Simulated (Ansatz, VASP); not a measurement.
This is a calculation of Al for Ansatz 0.2.0.

input.yaml

```yaml
crystal:
  lattice:
    - [0.0, 2.0645171409, 2.0645171409]
    - [2.0645171409, 0.0, 2.0645171409]
    - [2.0645171409, 2.0645171409, 0.0]
  atoms:
    - { symbol: Al, position: [0.0, 0.0, 0.0], spin: 0.12 }
hamiltonian:
  xc: revpbe
  pseudopotentials: { kind: paw, accuracy: standard }
  dispersion: d3bj
magnetization:
  spin_polarized: true
kpoints:
  mp_grid: { grid: [11, 11, 11] }
scf:
  occupations: { method: fermi_dirac, width: 0.025 }
output:
  forces: true
  stress: true
  eigenvalues: true
```

Potentials or basis: SSSP efficiency PAW.

Command:

```console
$ ansatz run input.yaml --threads 1 --pin off --max-ram 2560MiB --backend cpu --events-out ev --progress --plain --runs-dir out
```

**Question.** Set up the same calculation for VASP 6.6.1. Potentials there: VASP PAW PBE potentials, release 64 (Al).

**Answer.** As run (the cutoff follows the program's own potentials):

Contents of INCAR:

```
  PREC = Accurate
  ENCUT = 520
  EDIFF = 1E-6
  ISMEAR = -1
  SIGMA = 0.025
  LREAL = False
  LASPH = True
  NELM = 150
  ALGO = Normal
  ISIF = 2
  LWAVE = False
  LCHARG = True
  ISPIN = 2
  MAGMOM = 0.12
  LORBIT = 11
  GGA = RE
  IVDW = 12
  LELF = True
  LVHAR = True
  NBANDS = 12
```

KPOINTS

```
Automatic mesh
0
Gamma
  11 11 11
```

Contents of POSCAR:

```
Al
1.0
    0.0000000000      2.0645171409      2.0645171409
    2.0645171409      0.0000000000      2.0645171409
    2.0645171409      2.0645171409      0.0000000000
Al
1
Direct
    0.0000000000      0.0000000000      0.0000000000
```

Potentials or basis: VASP PAW PBE potentials, release 64 (Al).

Run with:

```sh
$ cat potpaw_PBE.64/Al/POTCAR > POTCAR
$ mpirun -np 1 vasp_std > vasp.out
```

Both were run:

|  | VASP | Ansatz | Ansatz less VASP |
| --- | --- | --- | --- |
| gap on the k mesh at the Fermi level (eV) | none | none | - |
| pressure (GPa) | -9.2 | -9.1 | +0.09 |
| net moment per atom (μB) | 0.00 | 0.00 | 0.000 |

VASP's potentials were made for PBE, not for revPBE. A gap of «none» marks a metal or a gap that the smearing closes.
